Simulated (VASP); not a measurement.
Write the native input for VASP 6.6.1 that does the following.

```yaml
Task: relaxation of cell and atoms
Functional: PBE
Potentials_or_basis: VASP PAW PBE potentials, release 64 (Na_pv, Sb)
Cutoff: 600 eV
k_mesh: 3 × 3 × 3
Occupations: gaussian, width 0.1 eV
Spin: no spin polarisation
Dipole_correction: no
Further_INCAR_settings: ALGO = Normal; EDIFF = 1e-06; IBRION = 2; EDIFFG = -0.04; NSW = 90; ISIF = 3
```

The structure of Na2Sb3 lies in POSCAR:

```
Na2Sb3
1.0
    3.4306076658      1.9806622593      6.2442211282
   -3.4306076658      1.9806622593      6.2442211282
    0.0000000000     -3.9613245188      6.2442211282
Na Sb
4 6
Direct
    0.8521800000      0.8521800000      0.8521800000
    0.6478200000      0.6478200000      0.6478200000
    0.1478200000      0.1478200000      0.1478200000
    0.3521800000      0.3521800000      0.3521800000
    0.0562500000      0.4437500000      0.7500000000
    0.7500000000      0.0562500000      0.4437500000
    0.4437500000      0.7500000000      0.0562500000
    0.9437500000      0.5562500000      0.2500000000
    0.2500000000      0.9437500000      0.5562500000
    0.5562500000      0.2500000000      0.9437500000
```

These files were run (other wordings do the same):

INCAR

```
PREC     = Accurate       # precision mode
ENCUT    = 600            # plane-wave cutoff, eV
EDIFF    = 1E-6           # SCF threshold, eV
ISMEAR   = 0              # smearing method
SIGMA    = 0.1            # smearing width, eV
LREAL    = F              # projectors in reciprocal space
LASPH    = T              # aspherical terms in the spheres
NELM     = 60             # most SCF steps
ALGO     = Normal         # electronic algorithm
ISIF     = 3              # what is computed and relaxed
LWAVE    = F              # write WAVECAR
LCHARG   = F              # write CHGCAR
GGA      = PE             # functional
IBRION   = 2              # ionic algorithm
NSW      = 90             # ionic steps
EDIFFG   = -0.04          # ionic threshold
```

KPOINTS

```
Automatic mesh
0
Gamma
  3 3 3
```

Potentials or basis: VASP PAW PBE potentials, release 64 (Na_pv, Sb).

Command:

```console
$ cat potpaw_PBE.64/Na_pv/POTCAR potpaw_PBE.64/Sb/POTCAR > POTCAR
$ mpirun -np 1 vasp_std > vasp.out
```

Results of the run:

```
Relaxed volume                        : 27.79 Å³/atom
Relaxed cell                          : a = 6.582 Å, b = 6.582 Å, c = 6.582 Å, α = 82.20°, β = 82.20°, γ = 82.20°
Space group after relaxing (to 0.1 Å) : R-3c (No. 167)
Pressure after relaxing               : 0.0 GPa
Largest force after relaxing          : 0.036 eV/Å
Band gap on the k mesh                : zero (bands 29 and 30 overlap by 0.41 eV)
```

Caveat: the k points lie up to 0.32 Å⁻¹ apart in the final cell; spin-orbit coupling is left out, which moves the levels of the heavy elements.

Run time: 19 min on 1 thread of Intel(R) Xeon(R) 6975P-C (Granite Rapids), with other jobs on the host, peak memory 0.55 GiB.
